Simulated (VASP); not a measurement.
GaN: single point with PBE

The system is GaN.

```
CELL_PARAMETERS angstrom
0.00000 2.26991 2.26991
2.26991 0.00000 2.26991
2.26991 2.26991 0.00000
ATOMIC_POSITIONS crystal
Ga 0.00000 0.00000 0.00000
N 0.75000 0.75000 0.75000
```

| Property | Result |
| --- | --- |
| Program | VASP 6.6.1 |
| Task | single point |
| Functional | PBE |
| Potentials or basis | VASP PAW PBE potentials, release 64 (Ga_d, N) |
| Cutoff | 600 eV |
| k mesh | 15 × 15 × 15 |
| Occupations | gaussian, width 0.01 eV |
| Spin | no spin polarisation |
| Dipole correction | no |
| Mended | yes |
| Further INCAR settings | ALGO = Normal; EDIFF = 1e-06; NBANDS = 16 |

```json
{
  "Pressure": "0.9 GPa",
  "Band gap on the k mesh": "1.58 eV"
}
```

Levels at points of the mesh, in eV from the valence-band top:
```tsv
k point	band 7	band 8	band 9	band 10	band 11	band 12
(0.00, 0.00, 0.00)	0.00	0.00	0.00	1.58	10.17	10.17
```

Run time: 56 s on 1 thread of Intel(R) Xeon(R) Platinum 8375C CPU @ 2.90GHz (Ice Lake), with other jobs on the host, peak memory 0.19 GiB.

Caveat: an odd mesh through Γ misses points on the zone boundary, where band edges can lie.
